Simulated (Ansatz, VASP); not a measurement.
# C: VASP beside Ansatz

```
C
1.0
     2.52131    0.02984    0.02790
    -1.23482    2.14951    0.00877
     0.09203    0.08653    8.35558
C
8
Direct
  0.99752 0.00324 0.09254
  0.99940 0.00320 0.59478
  0.98657 0.99015 0.40799
  0.01521 0.00828 0.90637
  0.34121 0.66856 0.15540
  0.66211 0.33237 0.65494
  0.32986 0.66445 0.34359
  0.66811 0.32975 0.84438
```

Change from the starting cell: cell sheared at random, sigma 0.01, atoms nudged by 0.01 Å.

Alike in both runs: task single point; functional PBE; k mesh 12 × 12 × 4; occupations gaussian, width 0.05 eV; no spin polarisation.

```csv
,VASP,Ansatz
version,VASP 6.6.1,Ansatz 0.2.0
potentials or method,"VASP PAW PBE potentials, release 64 (C), cutoff 520 eV","scalar-relativistic, plane waves, PAW"
valence electrons in the cell,32,32
```

Ansatz gave:

| Property | Result |
| --- | --- |
| gap on the k mesh at the Fermi level (eV) | 3.93 |
| least direct gap on the mesh (eV) | 4.84 |
| pressure (GPa) | 0.6 |
| traceless stress, the component that is largest in VASP (GPa) | -12.48 |
| rms of the force components (eV/Å) | 0.551 |

Question: Which values does VASP return?

Answer: gap on the k mesh at the Fermi level (eV): 3.92; least direct gap on the mesh (eV): 4.84; pressure (GPa): 1.2; traceless stress, the component that is largest in VASP (GPa): -12.48; rms of the force components (eV/Å): 0.553.

Atom by atom the forces differ by 0.005 eV/Å (rms over components).
